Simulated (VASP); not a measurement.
# Ti3N5 in VASP: further runs

The runs below take Ti3N5 through single point, with PBE.

All numbers are computed with VASP 6.6.1; they aren't measurements. Logs are shortened: lines on timing, memory, paths and dates and some standing lists are left out, and cuts for length are marked.

## Step 1: The cell of the first run

The cell holds a slab with vacuum, 8 atoms: a = 3.003 Å, b = 3.003 Å, c = 24.123 Å, α = 90.00°, β = 90.00°, γ = 120.00°.

## Step 2: Single point, PBE, collinear spin

The input, INCAR:

```
PREC = Accurate ; ENCUT = 520
EDIFF = 1E-6 ; ISMEAR = 0
SIGMA = 0.1 ; LREAL = False
LASPH = True ; NELM = 150
ALGO = Normal ; ISIF = 2
LWAVE = False ; LCHARG = False
ISPIN = 2 ; MAGMOM = 0 0 0 0 3 0 0 0
LORBIT = 11 ; LMAXMIX = 4
LDIPOL = True ; IDIPOL = 3
DIPOL = 0.5 0.5 0.349 ; GGA = PE
NBANDS = 44
```

The input, KPOINTS:

```
Automatic mesh
0
Gamma
  9 9 1
```

The input, POSCAR:

```
Ti3N5
1.0
    3.0028555063      0.0000000000      0.0000000000
   -1.5014277532      2.6005491524      0.0000000000
    0.0000000000      0.0000000000     24.1233847547
N Ti
5 3
Direct
    0.3333333333      0.6666666667      0.1658142106
    0.0000000000      0.0000000000      0.2674509120
    0.6666666667      0.3333333333      0.3654788005
    0.3333333333      0.6666666667      0.4611038156
    1.2222222222     -0.2222222222      0.5684685169
    0.6666666667      0.3333333333      0.2166325614
    0.3333333333      0.6666666667      0.3190139885
    0.0000000000      0.0000000000      0.4290633808
```

Potentials or basis: VASP PAW PBE potentials, release 64 (N, Ti_sv).

The run is started by

```
$ cat potpaw_PBE.64/N/POTCAR potpaw_PBE.64/Ti_sv/POTCAR > POTCAR
$ mpirun -np 1 vasp_std > vasp.out
```

OUTCAR:

```text
PREC = Accurate
   ENCUT = 520
   EDIFF = 1E-6
   ISMEAR = 0
   LREAL = False
   LASPH = True
   NELM = 150
   ISIF = 2
   ISPIN = 2
   LORBIT = 11
   GGA = PE

 ion  position               nearest neighbor table
   1  0.333  0.667  0.166-   6 2.12   6 2.12   6 2.12
   2  0.000  0.000  0.267-   6 2.12   6 2.12   6 2.12   7 2.13   7 2.13   7 2.13
   3  0.667  0.333  0.365-   7 2.06   7 2.06   7 2.06   8 2.31   8 2.31   8 2.31
   4  0.333  0.667  0.461-   8 1.90   8 1.90   8 1.90
   5  0.222  0.778  0.568-
   6  0.667  0.333  0.217-   2 2.12   2 2.12   2 2.12   1 2.12   1 2.12   1 2.12
   7  0.333  0.667  0.319-   3 2.06   3 2.06   3 2.06   2 2.13   2 2.13   2 2.13
   8  0.000  0.000  0.429-   4 1.90   4 1.90   4 1.90   3 2.31   3 2.31   3 2.31

  LATTYP: Found a hexagonal cell.
 ALAT       =     3.0028555063
 C/A-ratio  =     8.0334816990

  Lattice vectors:

 A1 = (   3.0028555063,   0.0000000000,   0.0000000000)
 A2 = (  -1.5014277532,   2.6005491524,   0.0000000000)
 A3 = (   0.0000000000,   0.0000000000,  24.1233847547)

Analysis of symmetry for initial positions (statically):
=====================================================================
 Subroutine PRICEL returns:
 Original cell was already a primitive cell.

 Routine SETGRP: Setting up the symmetry group for a
 hexagonal supercell.

 Subroutine GETGRP returns: Found  2 space group operations
 (whereof  2 operations were pure point group operations)
 out of a pool of 24 trial point group operations.

The static configuration has the point symmetry C_1h.

Analysis of symmetry for dynamics (positions and initial velocities):
=====================================================================
 Subroutine PRICEL returns:
 Original cell was already a primitive cell.

 Routine SETGRP: Setting up the symmetry group for a
 hexagonal supercell.

 Subroutine GETGRP returns: Found  2 space group operations
 (whereof  2 operations were pure point group operations)
 out of a pool of 24 trial point group operations.

The dynamic configuration has the point symmetry C_1h.

Analysis of structural, dynamic, and magnetic symmetry:
=====================================================================
 Subroutine PRICEL returns:
 Original cell was already a primitive cell.

 Routine SETGRP: Setting up the symmetry group for a
 hexagonal supercell.

 Subroutine GETGRP returns: Found  2 space group operations
 (whereof  2 operations were pure point group operations)
 out of a pool of 24 trial point group operations.

The overall configuration has the point symmetry C_1h.

 Subroutine INISYM returns: Found  2 space group operations
 (whereof  2 operations are pure point group operations),
 and found     1 'primitive' translations

----------------------------------------------------------------------------------------

                                     Primitive cell

  volume of cell :     188.3813

  direct lattice vectors                    reciprocal lattice vectors
     3.002855506  0.000000000  0.000000000     0.333016357  0.192267083  0.000000000
    -1.501427753  2.600549152  0.000000000     0.000000000  0.384534166  0.000000000
     0.000000000  0.000000000 24.123384755     0.000000000  0.000000000  0.041453553

  length of vectors
     3.002855506  3.002855506 24.123384755     0.384534166  0.384534166  0.041453553

  position of ions in fractional coordinates (direct lattice)
     0.333333333  0.666666667  0.165814211
     0.000000000  0.000000000  0.267450912
     0.666666667  0.333333333  0.365478800
     0.333333333  0.666666667  0.461103816
     0.222222222  0.777777778  0.568468517
     0.666666667  0.333333333  0.216632561
     0.333333333  0.666666667  0.319013988
     0.000000000  0.000000000  0.429063381

  ion indices of the primitive-cell ions
   primitive index   ion index
                 1           1
                 2           2
                 3           3
                 4           4
                 5           5
                 6           6
                 7           7
                 8           8

----------------------------------------------------------------------------------------

 KPOINTS: Automatic mesh

Automatic generation of k-mesh.
 Grid dimensions read from file:
 generate k-points for:    9    9    1

 Generating k-lattice:

  Cartesian coordinates                     Fractional coordinates (reciprocal lattice)
     0.037001817  0.021363009  0.000000000     0.111111111 -0.000000000  0.000000000
     0.000000000  0.042726018  0.000000000     0.000000000  0.111111111  0.000000000
     0.000000000  0.000000000  0.041453553     0.000000000  0.000000000  1.000000000

  Length of vectors
     0.042726018  0.042726018  0.041453553

  Shift w.r.t. Gamma in fractional coordinates (k-lattice)
     0.000000000  0.000000000  0.000000000

 Subroutine IBZKPT returns following result:
 ===========================================

 Found     25 irreducible k-points:

 Following reciprocal coordinates:
            Coordinates               Weight
  0.000000  0.000000  0.000000      1.000000
  0.111111 -0.000000  0.000000      4.000000
 -0.111111  0.111111  0.000000      2.000000
  0.222222  0.000000  0.000000      4.000000
 -0.222222  0.222222  0.000000      2.000000
  0.333333 -0.000000  0.000000      4.000000
[... 16 lines left out ...]
 -0.222222 -0.444444  0.000000      4.000000
  0.444444  0.333333  0.000000      4.000000
   k-points           NKPTS =     25   k-points in BZ     NKDIM =     25   number of bands    NBANDS=     44
   number of dos      NEDOS =    301   number of ions     NIONS =      8
   total plane-waves  NPLWV = 103680
   dimension x,y,z NGX =    24 NGY =   24 NGZ =  180
   dimension x,y,z NGXF=    48 NGYF=   48 NGZF=  360
   ions per type =               5   3
   NGX,Y,Z   is equivalent  to a cutoff of  13.29, 13.29, 12.40 a.u.
   NGXF,Y,Z  is equivalent  to a cutoff of  26.57, 26.57, 24.81 a.u.
 SYSTEM =  unknown system
   PREC   = accura    normal or accurate (medium, high low for compatibility)
   ISTART =      0    job   : 0-new  1-cont  2-samecut
   ICHARG =      2    charge: 1-file 2-atom 10-const
   ISPIN  =      2    spin polarized calculation?
   LNONCOLLINEAR =      F non collinear calculations
   LSORBIT =      F    spin-orbit coupling
   LASPH  =      T    aspherical Exc in radial PAW
   ENCUT  =  520.0 eV  38.22 Ry    6.18 a.u.   5.58  5.58 44.85*2*pi/ulx,y,z
   NELM   =    150;   NELMIN=  2; NELMDL= -5     # of ELM steps
   EDIFF  = 0.1E-05   stopping-criterion for ELM
   LREAL  =      F    real-space projection
   EDIFFG = 0.1E-04   stopping-criterion for IOM
   NSW    =      0    number of steps for IOM
   IBRION =     -1    ionic relax: 0-MD 1-quasi-New 2-CG
   NFREE  =      0    steps in history (QN), initial steepest desc. (CG)
   ISIF   =      2    stress and relaxation
   ISYM   =      2    0-nonsym 1-usesym 2-fastsym
   POTIM  = 0.5000    time-step for ionic-motion
   TEBEG  =    0.0;   TEEND  =   0.0 temperature during run
   PSTRESS=    0.0 pullay stress
   NELECT =      61.0000    total number of electrons
   NUPDOWN=      -1.0000    fix difference up-down
   EMIN   =  10.00;   EMAX   =-10.00  energy-range for DOS
   EFERMI =   0.00;   METHOD = LEGACY
   ISMEAR =     0;   SIGMA  =   0.10  broadening in eV -4-tet -1-fermi 0-gaus
   EFERMI_NEDOS =   21; number of points for ismear=-14 and -15
   IALGO  =     38    algorithm
   IMIX   =      4    mixing-type and parameters
     AMIX     =   0.40;   BMIX     =  1.00
     AMIX_MAG =   1.60;   BMIX_MAG =  1.00
  volume/ion in A,a.u.               =      23.55       158.91
  Fermi-wavevector in a.u.,A,eV,Ry     =   1.124188  2.124407 17.195018  1.263798
  Thomas-Fermi vector in A             =   2.260858
   LORBIT       =     11    0 simple, 1 ext, 2 COOP (PROOUT), +10 PAW based schemes
   GGA     = PE    functional components
   LHFCALC =     F    Hartree Fock is set to
   AEXX    =    0.0000 exact exchange contribution
   IVDW    =     0    specifies the selected vdW correction
   LEPSILON=     F    determine dielectric tensor
   LRPA    =     F    only Hartree local field effects (RPA)
 spin polarized calculation
 Gauss-broadening in eV      SIGMA  =   0.10
  energy-cutoff  :      520.00
  volume of cell :      188.38
 maximum number of plane-waves:      5137
   NGX = 11   NGY = 11   NGZ = 89

 dipolmoment           0.000000      0.000000      0.080886 electrons x Angstroem

 number of electron      61.0000012 magnetization       2.9647222

 dipolmoment           0.000000      0.000000     -0.048949 electrons x Angstroem

 Free energy of the ion-electron system (eV)
  ---------------------------------------------------
  ext. energy  EPLUGINS =         0.00000000
  ---------------------------------------------------
  free energy    TOTEN  =       -67.38987128 eV

  energy without entropy =      -67.38032657  energy(sigma->0) =      -67.38509893

 E-fermi :  -1.0447     XC(G=0):  -5.8736

 val. band max:       -1.0968681423   @ k =  -0.1111   0.1111   0.0000
 cond. band min:      -1.0425910404   @ k =  -0.4444   0.4444   0.0000
 fundamental gap:      0.0542771019
 Fermi energy:        -1.0447204574

 spin component 1

 k-point     1 :       0.0000    0.0000    0.0000
  band No.  band energies     occupation
      1     -59.0093      1.00000
      2     -58.0684      1.00000
      3     -57.6954      1.00000
      4     -35.3522      1.00000
      5     -35.0448      1.00000
      6     -35.0447      1.00000
[... 34 lines left out ...]
     41       2.4288      0.00000
     42       2.4291      0.00000
[... 994 lines left out ...]
      2     -57.9967      1.00000
      3     -57.6301      1.00000
      4     -35.4442      1.00000
      5     -35.2640      1.00000
      6     -35.2249      1.00000
[... 34 lines left out ...]
     41       2.3454      0.00000
     42       2.8625      0.00000

 [... further k-points ...]

 spin component 2

 k-point     1 :       0.0000    0.0000    0.0000
  band No.  band energies     occupation
      1     -59.0159      1.00000
      2     -58.0368      1.00000
      3     -57.6916      1.00000
      4     -35.3618      1.00000
      5     -35.0498      1.00000
      6     -35.0495      1.00000
[... 34 lines left out ...]
     41       2.6124      0.00000
     42       3.4805      0.00000
[... 994 lines left out ...]
      2     -57.9650      1.00000
      3     -57.6263      1.00000
      4     -35.4489      1.00000
      5     -35.2687      1.00000
      6     -35.2348      1.00000
[... 34 lines left out ...]
     41       2.4435      0.00000
     42       2.8886      0.00000

 [... further k-points ...]

 [bands above 42 left out]

------------------------ aborting loop because EDIFF is reached ----------------------------------------

 vacuum level on the upper side and lower side of the slab       (xc-potential included)        -0.627         0.476

  FORCE on cell =-STRESS in cart. coord.  units (eV):
  Direction    XX          YY          ZZ          XY          YZ          ZX
  --------------------------------------------------------------------------------------
  -------------------------------------------------------------------------------------
  Total        1.8735502      1.8400836     -3.1462989     -0.0289830      0.0405370     -0.0702122
  in kB       15.9344902     15.6498572    -26.7591812     -0.2464993      0.3447660     -0.5971524
  external PRESSURE =       1.6083887 kB  Pullay stress =       0.0000000 kB

 VOLUME and BASIS-vectors are now :
 -----------------------------------------------------------------------------
  energy-cutoff  :      520.00
  volume of cell :      188.38
      direct lattice vectors                 reciprocal lattice vectors
     3.002855506  0.000000000  0.000000000     0.333016357  0.192267083  0.000000000
    -1.501427753  2.600549152  0.000000000     0.000000000  0.384534166  0.000000000
     0.000000000  0.000000000 24.123384755     0.000000000  0.000000000  0.041453553

 POSITION                                       TOTAL-FORCE (eV/Angst)
 -----------------------------------------------------------------------------------
     -0.00000      1.73370      4.00000         0.000181     -0.000105      4.379666
      0.00000      0.00000      6.45182         0.000533     -0.000308      1.281167
      1.50143      0.86685      8.81659         0.002456     -0.001418      0.108128
     -0.00000      1.73370     11.12338         0.019668     -0.011355      0.027787
     -0.50048      2.02265     13.71338        -0.025193      0.014545      0.145311
      1.50143      0.86685      5.22591         0.000333     -0.000192     -5.731822
     -0.00000      1.73370      7.69570        -0.003024      0.001746     -0.011495
      0.00000      0.00000     10.35046         0.005046     -0.002914     -0.198743
 -----------------------------------------------------------------------------------
    total drift:                                0.000008     -0.000004      0.000137

  FREE ENERGIE OF THE ION-ELECTRON SYSTEM (eV)
  ---------------------------------------------------
  free  energy   TOTEN  =       -67.3898712829 eV

  energy  without entropy=      -67.3803265742  energy(sigma->0) =      -67.38509893

 vacuum level on the upper side and lower side of the slab         5.663         6.789

 total charge

# of ion       s       p       d       tot
------------------------------------------
    1        1.311   2.200   0.000   3.510
    2        1.253   2.497   0.000   3.750
    3        1.251   2.478   0.000   3.729
    4        1.298   2.455   0.000   3.753
    5        1.364   1.925   0.000   3.289
    6        2.193   6.225   1.894  10.313
    7        2.199   6.255   1.896  10.350
    8        2.231   6.263   1.980  10.474
--------------------------------------------------
tot         13.100  30.298   5.770  49.168

 magnetization (x)

# of ion       s       p       d       tot
------------------------------------------
    1       -0.001  -0.012   0.000  -0.013
    2       -0.000   0.000   0.000   0.000
    3        0.000   0.002   0.000   0.002
    4        0.005   0.004   0.000   0.009
    5        0.046   1.899   0.000   1.945
    6       -0.000  -0.000   0.004   0.004
    7       -0.000   0.000  -0.006  -0.007
    8        0.001   0.001   0.032   0.033
--------------------------------------------------
tot          0.051   1.893   0.029   1.973
```

Run time: 17 min. Hardware: 1 thread of Intel Xeon Platinum 8488C (Sapphire Rapids), shared host; peak memory 0.58 GiB.

Results:

```yaml
Free_energy: -67.3899 eV
Largest_force: 5.732 eV/Å
Band_gap_on_the_k_mesh: zero (filled and empty bands overlap)
Net_moment: 2.96 μB per cell
Site_moments: N -0.01, +0.00, +0.01, +1.95 (each value once); Ti +0.00, -0.01, +0.03 μB
Valence_electrons_inside_the_program's_atomic_spheres: N 3.51, 3.75, 3.73, 3.29 (each value once); Ti 10.31, 10.35, 10.47
```

Forces on the atoms (eV/Å):
```
N    0.000  0.000  4.380
N    0.001  0.000  1.281
N    0.002 -0.001  0.108
N    0.020 -0.011  0.028
N   -0.025  0.015  0.145
Ti   0.000  0.000 -5.732
Ti  -0.003  0.002 -0.011
Ti   0.005 -0.003 -0.199
```

Levels at points of the mesh, in eV from the Fermi level:
Spin up:
| k point | band 28 | band 29 | band 30 | band 31 | band 32 | band 33 | band 34 | band 35 | band 36 | band 37 |
| --- | --- | --- | --- | --- | --- | --- | --- | --- | --- | --- |
| (0.00, 0.00, 0.00) | -0.72 | -0.17 | -0.17 | 0.07 | 0.07 | 0.34 | 0.34 | 1.13 | 1.77 | 1.77 |
Spin down:
| k point | band 25 | band 26 | band 27 | band 28 | band 29 | band 30 | band 31 | band 32 | band 33 | band 34 |
| --- | --- | --- | --- | --- | --- | --- | --- | --- | --- | --- |
| (0.00, 0.00, 0.00) | -2.15 | -2.15 | -0.78 | 0.06 | 0.06 | 0.33 | 0.33 | 1.09 | 1.80 | 1.80 |

(Continued in part 2 of 2.)

The gap in the log of VASP goes by the Fermi energy; the results here count the filled bands.